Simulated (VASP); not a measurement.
A run of VASP 6.6.1 is set up as follows.

The input INCAR:

```
SYSTEM = Rh
  PREC = Accurate
  ENCUT = 520
  EDIFF = 1E-6
  ISMEAR = 0
  SIGMA = 0.15
  LREAL = .FALSE.
  LASPH = .TRUE.
  NELM = 100
  ALGO = Fast
  ISIF = 2
  LWAVE = .FALSE.
  LCHARG = .TRUE.
  GGA = PS
  LELF = .TRUE.
  LVHAR = .TRUE.
  NBANDS = 38
```

KPOINTS

```
Automatic mesh
0
G
  18 18 6
  0 0 0
```

File POSCAR:

```
Rh
1.0
    2.9207804130      0.0000000000      0.0000000000
   -1.4603902065      2.0197064603      0.0000000000
    0.0000000000      0.0000000000      9.0478106183
Rh
4
Direct
    0.0000000000      0.0000000000      0.0000000000
    0.3333333333      0.6666666667      0.2500000000
    0.0000000000      0.0000000000      0.5000000000
    0.6666666667      0.3333333333      0.7500000000
```

Potentials or basis: VASP PAW PBE potentials, release 64 (Rh_pv).

Launch:

```bash
$ cat potpaw_PBE.64/Rh_pv/POTCAR > POTCAR
$ mpirun -np 1 vasp_std > vasp.out
```

Predict the band gap on the k mesh.

zero (bands 30 and 31 overlap by 3.23 eV).

Estimate the pressure.

15.7 GPa.

Forces on the atoms (eV/Å):
```
Rh   0.000  0.000  0.000
Rh   0.000  0.505  0.000
Rh   0.000  0.000  0.000
Rh   0.000 -0.505  0.000
```

Caveat: the cell differs from its parent crystal (strain +e along x and -e along y +0.1100, strain +e along z and -e/2 along x and y +0.0367); the stress differs along the axes, from -11 to 56 GPa; the PAW data sets were made with another functional, which shifts forces and pressure a little.
